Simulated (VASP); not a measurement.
Runs of VASP 6.6.1 on Rh. Symmetry: Fm-3m, No. 225, cubic system. Conventional cell: a = 3.803 Å, b = 3.803 Å, c = 3.803 Å, α = 90.00°, β = 90.00°, γ = 90.00°. Rh (site symmetry m-3m) has 12 Rh at 2.69 Å within 3.5 Å. 

| level | potentials or basis | k mesh | cutoff (eV) | second run | gap on the mesh (eV) | pressure (GPa) |
| --- | --- | --- | --- | --- | --- | --- |
| r2SCAN | VASP PAW PBE potentials, release 64 (Rh_pv) | 24 × 24 × 24 | 520 | - | none | 0.6 |
| PBEsol | VASP PAW PBE potentials, release 64 (Rh_pv) | 22 × 22 × 22 | 500 | - | none | -5.1 |
| r2SCAN | VASP PAW PBE potentials, release 64 (Rh_pv) | 22 × 22 × 22 | 520 | - | none | 0.6 |
| r2SCAN | VASP PAW PBE potentials, release 64 (Rh_sv_GW) | 22 × 22 × 22 | 580 | valence_matched | none | (a) |

Alike in all rows: task single point; no spin polarisation; cell as given; smearing gaussian 0.15 eV.

Task: Estimate the missing entries.

Result: (a) -2.2.

Caveats: the PAW data sets were made with another functional, which shifts forces and pressure a little.

A k mesh can miss the band edges, and the runs leave out spin-orbit coupling on Rh.

A gap of «none» marks levels without a gap at the run's occupations.

The runs don't all hold the same shells in valence.
